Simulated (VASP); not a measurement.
Wanted: the native input for a VASP 6.6.1 run.

```
Task                   : electric field gradients
Functional             : PBE
Potentials or basis    : VASP PAW PBE potentials, release 64 (Ge_d)
Cutoff                 : 520 eV
k mesh                 : 10 × 10 × 10
Occupations            : fermi-dirac, width 0.05 eV
Spin                   : no spin polarisation
Dipole correction      : no
Further INCAR settings : ALGO = Normal; EDIFF = 1e-08; NBANDS = 21
```

The structure of Ge lies in POSCAR:

```
Ge
1.0
    0.0000000000      2.7439069000      2.8287700000
    2.7439069000      0.0000000000      2.8287700000
    2.7439069000      2.7439069000      0.0000000000
Ge
2
Direct
    0.5000000000      0.5000000000      0.5000000000
    0.7500000000      0.7500000000      0.7500000000
```

This cell differs from its parent crystal: equal xx and yy strain of -3 %.

These files were run (other wordings do the same):

INCAR

```
SYSTEM = Ge
PREC = Accurate
ENCUT = 520
EDIFF = 1E-8
ISMEAR = -1
SIGMA = 0.05
LREAL = .FALSE.
LASPH = .TRUE.
NELM = 100
ALGO = Normal
ISIF = 2
LWAVE = .FALSE.
LCHARG = .FALSE.
GGA = PE
LEFG = .TRUE.
NBANDS = 21
```

KPOINTS

```
regular mesh
0
G
  10 10 10
  0 0 0
```

Potentials or basis: VASP PAW PBE potentials, release 64 (Ge_d).

The run is started by

```console
$ cat potpaw_PBE.64/Ge_d/POTCAR > POTCAR
$ mpirun -np 1 vasp_std > vasp.out
```

It gave:

- Pressure: 8.9 GPa
- Band gap on the k mesh: 0.27 eV (least direct gap 0.51 eV)
- Largest electric field gradient by atom: zero within the noise of the run

Caveat: the cell differs from its parent crystal (equal xx and yy strain of -3 %); the cell stands under pressure.

It took 41 s on 1 thread of Intel(R) Xeon(R) 6975P-C (Granite Rapids) (shared host), peak memory 0.21 GiB.
